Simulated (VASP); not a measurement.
# Si (a cell with a defect) in VASP: single point with PBE

Aim: the single point of Si (a cell with a defect) with PBE.

Everything below comes from runs of VASP 6.6.1. Logs are shortened: lines on timing, memory, paths and dates and some standing lists are left out, and cuts for length are marked.

## Step 1: The cell of the first run

The cell holds a defect, 53 atoms: a = 11.520 Å, b = 11.520 Å, c = 11.520 Å, α = 60.00°, β = 60.00°, γ = 60.00°.

## Step 2: Single point, PBE (atoms taken out, then relaxed in part)

INCAR reads:

```
SYSTEM = Si
PREC = Accurate ; ENCUT = 520
EDIFF = 1E-6 ; ISMEAR = -1
SIGMA = 0.01 ; LREAL = Auto
LASPH = .TRUE. ; NELM = 60
ALGO = Normal ; ISIF = 2
LWAVE = .FALSE. ; LCHARG = .FALSE.
GGA = PE ; NBANDS = 138
```

KPOINTS reads:

```
regular mesh
0
G
  3 3 3
  0 0 0
```

POSCAR reads:

```
Si
1.0
    0.0000000000      8.1460500000      8.1460500000
    8.1460500000      0.0000000000      8.1460500000
    8.1460500000      8.1460500000      0.0000000000
Si
53
Direct
    0.0002273678      0.0002273678      0.3292048625
    0.0002273678      0.0002273678      0.6703404019
    0.0002273678      0.3292048625      0.0002273678
   -0.0001325541      0.3333775180      0.3333775180
    0.0002273678      0.3292048625      0.6703404019
    0.0002273678      0.6703404019      0.0002273678
    0.0002273678      0.6703404019      0.3292048625
   -0.0001173094      0.6667057698      0.6667057698
    0.3292048625      0.0002273678      0.0002273678
    0.3333775180     -0.0001325541      0.3333775180
    0.3292048625      0.0002273678      0.6703404019
    0.3333775180      0.3333775180     -0.0001325541
    0.3333775180      0.3333775180      0.3333775180
    0.3330561135      0.3330561135      0.6669438865
    0.3292048625      0.6703404019      0.0002273678
    0.3330561135      0.6669438865      0.3330561135
    0.3330561135      0.6669438865      0.6669438865
    0.6703404019      0.0002273678      0.0002273678
    0.6703404019      0.0002273678      0.3292048625
    0.6667057698     -0.0001173094      0.6667057698
    0.6703404019      0.3292048625      0.0002273678
    0.6669438865      0.3330561135      0.3330561135
    0.6669438865      0.3330561135      0.6669438865
    0.6667057698      0.6667057698     -0.0001173094
    0.6669438865      0.6669438865      0.3330561135
    0.6667057698      0.6667057698      0.6667057698
    0.0778193679      0.0778193679      0.0778193679
    0.0835128668      0.0835128668      0.4164871332
    0.0778193679      0.0778193679      0.7665418962
    0.0835128668      0.4164871332      0.0835128668
    0.0835128668      0.4164871332      0.4164871332
    0.0829467027      0.4165392428      0.7502570272
    0.0778193679      0.7665418962      0.0778193679
    0.0829467027      0.7502570272      0.4165392428
    0.0829467027      0.7502570272      0.7502570272
    0.4164871332      0.0835128668      0.0835128668
    0.4164871332      0.0835128668      0.4164871332
    0.4165392428      0.0829467027      0.7502570272
    0.4164871332      0.4164871332      0.0835128668
    0.4168073467      0.4168073467      0.4168073467
    0.4168073467      0.4168073467      0.7495779598
    0.4165392428      0.7502570272      0.0829467027
    0.4168073467      0.7495779598      0.4168073467
    0.4165392428      0.7502570272      0.7502570272
    0.7665418962      0.0778193679      0.0778193679
    0.7502570272      0.0829467027      0.4165392428
    0.7502570272      0.0829467027      0.7502570272
    0.7502570272      0.4165392428      0.0829467027
    0.7495779598      0.4168073467      0.4168073467
    0.7502570272      0.4165392428      0.7502570272
    0.7502570272      0.7502570272      0.0829467027
    0.7502570272      0.7502570272      0.4165392428
    0.7500000000      0.7500000000      0.7500000000
```

Potentials or basis: VASP PAW PBE potentials, release 64 (Si).

The run is started by

```bash
> cat potpaw_PBE.64/Si/POTCAR > POTCAR
> mpirun -np 1 vasp_std > vasp.out
```

OUTCAR:

```text
SYSTEM = Si
   PREC = Accurate
   ENCUT = 520
   EDIFF = 1E-6
   ISMEAR = -1
   LREAL = Auto
   LASPH = .TRUE.
   NELM = 60
   ISIF = 2
   GGA = PE

 ion  position               nearest neighbor table
   1  0.000  0.000  0.329-  34 2.35  46 2.35  27 2.37  28 2.39
   2  0.000  0.000  0.670-  35 2.35  47 2.35  29 2.37  28 2.39
   3  0.000  0.329  0.000-  32 2.35  48 2.35  27 2.37  30 2.39
   4  1.000  0.333  0.333-  28 2.35  30 2.35  31 2.35  49 2.35
   5  0.000  0.329  0.670-  32 2.35  50 2.35  29 2.37  31 2.39
   6  0.000  0.670  0.000-  35 2.35  51 2.35  33 2.37  30 2.39
[... 33 lines left out ...]
  40  0.417  0.417  0.417-  14 2.35  16 2.35  22 2.35  13 2.35
  41  0.417  0.417  0.750-  14 2.35  17 2.35  23 2.35  12 2.35
  42  0.417  0.750  0.083-  15 2.35   9 2.35  16 2.35  24 2.35
  43  0.417  0.750  0.417-  16 2.35  17 2.35  25 2.35  10 2.35
  44  0.417  0.750  0.750-  11 2.35  15 2.35  17 2.35  26 2.35
  45  0.767  0.078  0.078-  18 2.37  19 2.37  21 2.37
  46  0.750  0.083  0.417-  19 2.35   1 2.35  22 2.35  20 2.35
  47  0.750  0.083  0.750-   2 2.35  18 2.35  23 2.35  20 2.35
  48  0.750  0.417  0.083-  21 2.35   3 2.35  22 2.35  24 2.35
  49  0.750  0.417  0.417-  22 2.35  23 2.35  25 2.35   4 2.35
  50  0.750  0.417  0.750-   5 2.35  21 2.35  23 2.35  26 2.35
  51  0.750  0.750  0.083-   6 2.35  18 2.35  25 2.35  24 2.35
  52  0.750  0.750  0.417-   7 2.35  19 2.35  25 2.35  26 2.35
  53  0.750  0.750  0.750-   8 2.35  20 2.35  24 2.35  26 2.35

  LATTYP: Found a face centered cubic cell.
 ALAT       =    16.2921000000

  Lattice vectors:

 A1 = (   0.0000000000,   8.1460500000,   8.1460500000)
 A2 = (   8.1460500000,   0.0000000000,   8.1460500000)
 A3 = (   8.1460500000,   8.1460500000,   0.0000000000)

Analysis of symmetry for initial positions (statically):
=====================================================================
 Subroutine PRICEL returns:
 Original cell was already a primitive cell.

 Routine SETGRP: Setting up the symmetry group for a
 face centered cubic supercell.

 Subroutine GETGRP returns: Found 24 space group operations
 (whereof 24 operations were pure point group operations)
 out of a pool of 48 trial point group operations.

The static configuration has the point symmetry T_d .

Analysis of symmetry for dynamics (positions and initial velocities):
=====================================================================
 Subroutine PRICEL returns:
 Original cell was already a primitive cell.

 Routine SETGRP: Setting up the symmetry group for a
 face centered cubic supercell.

 Subroutine GETGRP returns: Found 24 space group operations
 (whereof 24 operations were pure point group operations)
 out of a pool of 48 trial point group operations.
[... 190 lines left out ...]
   POTIM  = 0.5000    time-step for ionic-motion
   TEBEG  =    0.0;   TEEND  =   0.0 temperature during run
   PSTRESS=    0.0 pullay stress
   NELECT =     212.0000    total number of electrons
   NUPDOWN=      -1.0000    fix difference up-down
   EMIN   =  10.00;   EMAX   =-10.00  energy-range for DOS
   EFERMI =   0.00;   METHOD = LEGACY
   ISMEAR =    -1;   SIGMA  =   0.01  broadening in eV -4-tet -1-fermi 0-gaus
   EFERMI_NEDOS =   21; number of points for ismear=-14 and -15
   IALGO  =     38    algorithm
   IMIX   =      4    mixing-type and parameters
     AMIX     =   0.40;   BMIX     =  1.00
     AMIX_MAG =   1.60;   BMIX_MAG =  1.00
  volume/ion in A,a.u.               =      20.40       137.65
  Fermi-wavevector in a.u.,A,eV,Ry     =   0.951108  1.797333 12.307911  0.904606
  Thomas-Fermi vector in A             =   2.079547
   LORBIT       =      0    0 simple, 1 ext, 2 COOP (PROOUT), +10 PAW based schemes
   GGA     = PE    functional components
   LHFCALC =     F    Hartree Fock is set to
   AEXX    =    0.0000 exact exchange contribution
   IVDW    =     0    specifies the selected vdW correction
   LEPSILON=     F    determine dielectric tensor
   LRPA    =     F    only Hartree local field effects (RPA)
 non-spin polarized calculation
  energy-cutoff  :      520.00
  volume of cell :     1081.11
 maximum number of plane-waves:     29126
 NGX is ok and might be reduce to    90
   NGX = 43   NGY = 43   NGZ = 43

 number of electron     212.0000009 magnetization

 Free energy of the ion-electron system (eV)
  ---------------------------------------------------
  ext. energy  EPLUGINS =         0.00000000
  ---------------------------------------------------
  free energy    TOTEN  =      -284.15381498 eV

  energy without entropy =     -284.15126533  energy(sigma->0) =     -284.15254015

 E-fermi :   5.7892     XC(G=0):  -9.3526

 val. band max:        5.4537056706   @ k =   0.3333   0.0000   0.0000
 cond. band min:       5.8131876683   @ k =  -0.3333   0.3333   0.0000
 fundamental gap:      0.3594819977
 Fermi energy:         5.7892087156

 k-point     1 :       0.0000    0.0000    0.0000
  band No.  band energies     occupation
      1      -6.2415      2.00000
      2      -4.9423      2.00000
      3      -4.9180      2.00000
      4      -4.9180      2.00000
      5      -4.9180      2.00000
      6      -4.8713      2.00000
[... 473 lines left out ...]
    117       7.8660      0.00000
    118       7.8845      0.00000
 [bands above 118 left out]

------------------------ aborting loop because EDIFF is reached ----------------------------------------

  FORCE on cell =-STRESS in cart. coord.  units (eV):
  Direction    XX          YY          ZZ          XY          YZ          ZX
  --------------------------------------------------------------------------------------
  -------------------------------------------------------------------------------------
  Total        5.3267195      5.3267195      5.3267195      0.0000000      0.0000000      0.0000000
  in kB        7.8940378      7.8940378      7.8940378      0.0000000      0.0000000      0.0000000
  external PRESSURE =       7.8940378 kB  Pullay stress =       0.0000000 kB

 VOLUME and BASIS-vectors are now :
 -----------------------------------------------------------------------------
  energy-cutoff  :      520.00
  volume of cell :     1081.11
      direct lattice vectors                 reciprocal lattice vectors
     0.000000000  8.146050000  8.146050000    -0.061379442  0.061379442  0.061379442
     8.146050000  0.000000000  8.146050000     0.061379442 -0.061379442  0.061379442
     8.146050000  8.146050000  0.000000000     0.061379442  0.061379442 -0.061379442

 POSITION                                       TOTAL-FORCE (eV/Angst)
 -----------------------------------------------------------------------------------
      2.68357      2.68357      0.00370        -0.010914     -0.010914      0.006018
      5.46248      5.46248      0.00370         0.010914      0.010914      0.006018
      2.68357      0.00370      2.68357        -0.010914      0.006018     -0.010914
      5.43142     10.86068     10.86068         0.004329     -0.004329     -0.004329
      8.14235      5.46248      2.68357        -0.006018      0.010914     -0.010914
      5.46248      0.00370      5.46248         0.010914      0.006018      0.010914
[... 45 lines left out ...]
      9.50478      9.50478     12.22326         0.001888      0.001888     -0.004719
     12.21908     12.21908     12.21908         0.000000      0.000000      0.000000
 -----------------------------------------------------------------------------------
    total drift:                                0.000001      0.000001      0.000001

  FREE ENERGIE OF THE ION-ELECTRON SYSTEM (eV)
  ---------------------------------------------------
  free  energy   TOTEN  =      -284.1538149803 eV

  energy  without entropy=     -284.1512653271  energy(sigma->0) =     -284.15254015
```

Wall time 31 min (1 thread of Oxide Virtual Turin-like, shared host); peak memory 1.4 GiB.

What came out:

| Property | Result |
| --- | --- |
| Free energy | -284.1538 eV |
| Pressure | 0.8 GPa |
| Largest force | 0.022 eV/Å |
| Band gap on the k mesh | zero (bands 106 and 107 overlap by 0.50 eV) |

Forces on the atoms (eV/Å):
```
Si  -0.011 -0.011  0.006
Si   0.011  0.011  0.006
Si  -0.011  0.006 -0.011
Si   0.004 -0.004 -0.004
Si  -0.006  0.011 -0.011
Si   0.011  0.006  0.011
Si  -0.006 -0.011  0.011
Si  -0.001  0.001  0.001
Si   0.006 -0.011 -0.011
Si  -0.004  0.004 -0.004
Si   0.011 -0.006 -0.011
Si  -0.004 -0.004  0.004
Si   0.004  0.004  0.004
Si   0.000  0.000  0.002
Si   0.011 -0.011 -0.006
Si   0.000  0.002  0.000
Si  -0.002  0.000  0.000
Si   0.006  0.011  0.011
Si  -0.011 -0.006  0.011
Si   0.001 -0.001  0.001
Si  -0.011  0.011 -0.006
Si   0.002  0.000  0.000
Si   0.000 -0.002  0.000
Si   0.001  0.001 -0.001
Si   0.000  0.000 -0.002
Si  -0.001 -0.001 -0.001
Si   0.013  0.013  0.013
Si   0.000  0.000  0.000
Si  -0.013 -0.013  0.013
Si   0.000  0.000  0.000
Si   0.000  0.000  0.000
Si   0.002 -0.002  0.005
Si  -0.013  0.013 -0.013
Si   0.002  0.005 -0.002
Si  -0.005 -0.002 -0.002
Si   0.000  0.000  0.000
Si   0.000  0.000  0.000
Si  -0.002  0.002  0.005
Si   0.000  0.000  0.000
Si  -0.002 -0.002 -0.002
Si   0.002  0.002 -0.002
Si  -0.002  0.005  0.002
Si   0.002 -0.002  0.002
Si  -0.005  0.002  0.002
Si   0.013 -0.013 -0.013
Si   0.005  0.002 -0.002
Si  -0.002 -0.005 -0.002
Si   0.005 -0.002  0.002
Si  -0.002  0.002  0.002
Si   0.002 -0.005  0.002
Si  -0.002 -0.002 -0.005
Si   0.002  0.002 -0.005
Si   0.000  0.000  0.000
```

Caveat: the cell differs from its parent crystal (atoms taken out, then relaxed in part).
